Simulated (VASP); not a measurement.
The system is NiO.

```
Ni O
1.0
     0.00000    2.11335    2.11335
     2.11335    0.00000    2.11335
     2.11335    2.11335    0.00000
Ni O
1 1
Direct
  0.00000 0.00000 0.00000
  0.50000 0.50000 0.50000
```

Base run:

```yaml
Program: VASP 6.6.1
Functional: LDA
Potentials_or_basis: VASP PAW LDA potentials, release 64 (Ni, O)
Cutoff: 520 eV
k_mesh: 11 × 11 × 11
Occupations: fermi-dirac, width 0.05 eV
Spin: collinear spin, ferromagnetic start
Starting_moments: "[1.0, 0.0] μB"
```

Its results: pressure -25.5 GPa; net moment 0.22 μB per cell; site moments Ni +0.19; O +0.03 μB.

**Question.** The run is repeated on the same cell with these changes: functional from LDA to b88 exchange, pbe correlation; potentials or basis from VASP PAW LDA potentials, release 64 (Ni, O) to VASP PAW PBE potentials, release 64 (Ni, O); cutoff from 520 eV to 600 eV. What comes out?

**Answer.** Pressure -2.2 GPa; net moment 1.81 μB per cell; site moments Ni +1.48; O +0.28 μB.

Caveats: the cell stands under tension (at least some runs); the PAW data sets were made with another functional, which shifts forces and pressure a little (at least some runs); a cell with one magnetic atom can't hold antiferromagnetic order, which such compounds often take (at least some runs).
